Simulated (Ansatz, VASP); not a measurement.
# One calculation of Cu, two programs

```
Cu
1.0
     0.05423    1.83461    1.83461
     1.83461    0.05423    1.83461
     1.83461    1.83461    0.05423
Cu
1
Direct
  0.00000 0.00000 0.00000
```

Change from the starting cell: equal xy, yz and zx shear strains of +3 %.

Alike in both runs: task single point; functional PBEsol; k mesh 19 × 19 × 19; occupations fermi-dirac, width 0.08 eV; no spin polarisation.

```csv
,VASP,Ansatz
version,VASP 6.6.1,Ansatz 0.2.0
potentials or method,"VASP PAW PBE potentials, release 64 (Cu), cutoff 520 eV","all-electron LAPW, scalar-relativistic"
```

```tsv
	VASP	Ansatz	Ansatz less VASP
pressure (GPa)	-5.4	-6.1	-0.70
traceless stress, the component that is largest in VASP (GPa)	-2.27	-2.29	-0.014
```

VASP's potentials were made for PBE, not for PBEsol. Ansatz ran all-electron here, and VASP with PAW potentials.
